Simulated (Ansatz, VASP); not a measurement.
Two plane-wave programs on Cl

The input POSCAR:

```
Cl
1.0
    8.5580738600      0.0000000000      0.0000000000
    0.0000000000      8.5580738600      0.0000000000
    0.0000000000      0.0000000000      6.1186229000
Cl
16
Direct
    0.1250000000      0.1670000000      0.1070000000
    0.3330000000      0.6250000000      0.6070000000
    0.8750000000      0.8330000000      0.1070000000
    0.6670000000      0.3750000000      0.6070000000
    0.6250000000      0.3330000000      0.8930000000
    0.8330000000      0.8750000000      0.3930000000
    0.3750000000      0.6670000000      0.8930000000
    0.1670000000      0.1250000000      0.3930000000
    0.3750000000      0.3330000000      0.3930000000
    0.1670000000      0.8750000000      0.8930000000
    0.6250000000      0.6670000000      0.3930000000
    0.8330000000      0.1250000000      0.8930000000
    0.8750000000      0.1670000000      0.6070000000
    0.6670000000      0.6250000000      0.1070000000
    0.1250000000      0.8330000000      0.6070000000
    0.3330000000      0.3750000000      0.1070000000
```

Contents of INCAR.step1:

```
PREC = Accurate ; ENCUT = 520
ISMEAR = 1 ; SIGMA = 0.0161
LREAL = Auto ; LASPH = T
NELM = 80 ; NBANDS = 70
GGA = PE ; ALGO = Normal
EDIFF = 1E-4 ; LWAVE = T
LCHARG = F
```

File INCAR.step2:

```
PREC = Accurate ; ENCUT = 520
EDIFF = 1E-6 ; ISMEAR = 1
SIGMA = 0.0161 ; LREAL = Auto
LASPH = T ; NELM = 80
ALGO = Normal ; ISIF = 2
LWAVE = F ; LCHARG = F
METAGGA = R2SCAN ; LMIXTAU = T
NBANDS = 70 ; ISTART = 1
```

File KPOINTS:

```
Automatic mesh
0
Gamma
  3 3 4
```

Input for Ansatz:

```yaml
crystal:
  lattice:
    - [8.55807386, 0.0, 0.0]
    - [0.0, 8.55807386, 0.0]
    - [0.0, 0.0, 6.1186229]
  atoms:
    - { symbol: Cl, position: [0.125, 0.167, 0.107] }
    - { symbol: Cl, position: [0.333, 0.625, 0.607] }
    - { symbol: Cl, position: [0.875, 0.833, 0.107] }
    - { symbol: Cl, position: [0.667, 0.375, 0.607] }
    - { symbol: Cl, position: [0.625, 0.333, 0.893] }
    - { symbol: Cl, position: [0.833, 0.875, 0.393] }
    - { symbol: Cl, position: [0.375, 0.667, 0.893] }
    - { symbol: Cl, position: [0.167, 0.125, 0.393] }
    - { symbol: Cl, position: [0.375, 0.333, 0.393] }
    - { symbol: Cl, position: [0.167, 0.875, 0.893] }
    - { symbol: Cl, position: [0.625, 0.667, 0.393] }
    - { symbol: Cl, position: [0.833, 0.125, 0.893] }
    - { symbol: Cl, position: [0.875, 0.167, 0.607] }
    - { symbol: Cl, position: [0.667, 0.625, 0.107] }
    - { symbol: Cl, position: [0.125, 0.833, 0.607] }
    - { symbol: Cl, position: [0.333, 0.375, 0.107] }
  symmetry: { tolerance: 0.0003 }
kpoints:
  mp_grid: { grid: [3, 3, 4], shift: [0, 0, 0] }
magnetization:
  spin_polarized: false
scf:
  occupations: { method: cold, width: 0.0161 }
  lower_state_search: "off"
  max_iter: 200
hamiltonian:
  pseudopotentials: { kind: paw }
  xc: r2scan
basis:
  ecutwfc: 500
  fft_grid_basis: typed
output:
  forces: true
  stress: true
  eigenvalues: true
  bader: true
  populations: true
  elf: true
  write_potential: true
  volumetric_format: npy
  dos:
    e_range: [-12, 8]
    de: 0.05
    projected: { site_lists: { Cl: [Cl] } }
checkpoint:
  read: saved_state
```

Alike in both runs: task single point; functional r2SCAN; k mesh 3 × 3 × 4; no spin polarisation.

|  | VASP | Ansatz |
| --- | --- | --- |
| version | VASP 6.6.1 | Ansatz 0.2.0 |
| potentials or method | VASP PAW PBE potentials, release 64 (Cl), cutoff 520 eV | PAW plane waves |
| occupations | methfessel-paxton of order 1, width 0.0161 eV | cold, width 0.0161 eV |
| valence electrons in the cell | 112 | 112 |

```csv
,VASP,Ansatz,Ansatz less VASP
gap on the k mesh at the Fermi level (eV),0.49,0.45,-0.042
pressure (GPa),22.9,23.7,+0.81
"traceless stress, the component that is largest in VASP (GPa)",5.27,6.54,+1.277
rms of the force components (eV/Å),2.665,2.868,+0.2025
```

VASP's potentials were made for PBE, not for r2SCAN. Atom by atom the forces differ by 0.239 eV/Å (rms over components). Ansatz's warnings: xc potential rough in thin density.
